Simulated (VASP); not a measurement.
Write the native input for VASP 6.6.1 that does the following.

- Task: single point
- Functional: PBEsol
- Potentials or basis: VASP PAW PBE potentials, release 64 (Ta_pv)
- Cutoff: 520 eV
- k mesh: 14 × 14 × 14
- Occupations: gaussian, width 0.05 eV
- Spin: no spin polarisation
- Dipole correction: no
- Further INCAR settings: ALGO = Normal; EDIFF = 1e-06; NBANDS = 12

The structure of Ta lies in POSCAR:

```
Ta
1.0
   -1.6512800000      1.6512800000      1.6512800000
    1.6512800000     -1.6512800000      1.6512800000
    1.6512800000      1.6512800000     -1.6512800000
Ta
1
Direct
    0.0000000000      0.0000000000      0.0000000000
```

One way to write it, as run:

INCAR

```
PREC     = Accurate       # precision mode
ENCUT    = 520            # plane-wave cutoff, eV
EDIFF    = 1E-6           # SCF threshold, eV
ISMEAR   = 0              # smearing method
SIGMA    = 0.05           # smearing width, eV
LREAL    = False          # projectors in reciprocal space
LASPH    = True           # aspherical terms in the spheres
NELM     = 80             # most SCF steps
ALGO     = Normal         # electronic algorithm
ISIF     = 2              # what is computed and relaxed
LWAVE    = False          # write WAVECAR
LCHARG   = False          # write CHGCAR
GGA      = PS             # functional
NBANDS   = 12             # bands
```

KPOINTS

```
regular mesh
0
Gamma
  14 14 14
```

Potentials or basis: VASP PAW PBE potentials, release 64 (Ta_pv).

Launch:

```bash
$ cat potpaw_PBE.64/Ta_pv/POTCAR > POTCAR
$ mpirun -np 1 vasp_std > vasp.out
```

It gave:

```yaml
Pressure: -3.6 GPa
```

Caveat: the PAW data sets were made with another functional, which shifts forces and pressure a little.

It took 8.2 s on 1 thread of Intel(R) Xeon(R) Platinum 8375C CPU @ 2.90GHz (Ice Lake), with other jobs on the host, peak memory 0.15 GiB.
